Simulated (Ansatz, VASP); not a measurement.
**Two plane-wave programs on RbBr**

Contents of POSCAR:

```
RbBr
1.0
   -0.7427877841      3.0992179959      3.0992179959
    3.0992179959     -0.7427877841      3.0992179959
    3.0992179959      3.0992179959     -0.7427877841
Rb Br
1 1
Direct
    0.0000000000      0.0000000000      0.0000000000
    0.5000000000      0.5000000000      0.5000000000
```

The input INCAR.step1:

```
  PREC = Accurate
  ENCUT = 520
  ISMEAR = 0
  SIGMA = 0.05
  LREAL = F
  LASPH = T
  NELM = 80
  NBANDS = 15
  GGA = PE
  ALGO = Normal
  EDIFF = 1E-4
  LWAVE = T
  LCHARG = F
```

File INCAR.step2:

```
  PREC = Accurate
  ENCUT = 520
  EDIFF = 1E-7
  ISMEAR = 0
  SIGMA = 0.05
  LREAL = F
  LASPH = T
  NELM = 80
  ALGO = Normal
  ISIF = 2
  LWAVE = F
  LCHARG = F
  METAGGA = R2SCAN
  LMIXTAU = T
  NBANDS = 15
  ISTART = 1
```

The input KPOINTS:

```
Automatic mesh
0
Gamma
  6 6 6
```

Input for Ansatz:

```yaml
crystal:
  lattice:
    - [-0.7427877841, 3.0992179959, 3.0992179959]
    - [3.0992179959, -0.7427877841, 3.0992179959]
    - [3.0992179959, 3.0992179959, -0.7427877841]
  atoms:
    - { symbol: Rb, position: [0.0, 0.0, 0.0] }
    - { symbol: Br, position: [0.5, 0.5, 0.5] }
basis:
  ecutwfc: 500
kpoints:
  mp_grid: { grid: [6, 6, 6] }
hamiltonian:
  xc: r2scan
scf:
  occupations: { method: gaussian, width: 0.05 }
output:
  forces: true
  stress: true
  eigenvalues: true
```

Alike in both runs: task single point; functional r2SCAN; k mesh 6 × 6 × 6; occupations gaussian, width 0.05 eV; no spin polarisation.

|  | VASP | Ansatz |
| --- | --- | --- |
| version | VASP 6.6.1 | Ansatz 0.2.0 |
| potentials or method | VASP PAW PBE potentials, release 64 (Rb_sv, Br), cutoff 520 eV | scalar-relativistic, plane waves, PAW |
| valence electrons in the cell | 16 | 16 |

|  | VASP | Ansatz | Ansatz less VASP |
| --- | --- | --- | --- |
| gap on the k mesh at the Fermi level (eV) | 4.51 | 4.51 | -0.001 |
| least direct gap on the mesh (eV) | 4.51 | 4.51 | -0.001 |
| pressure (GPa) | -0.4 | -0.4 | -0.01 |
| traceless stress, the component that is largest in VASP (GPa) | 0.25 | 0.25 | +0.003 |

VASP's potentials were made for PBE, not for r2SCAN.
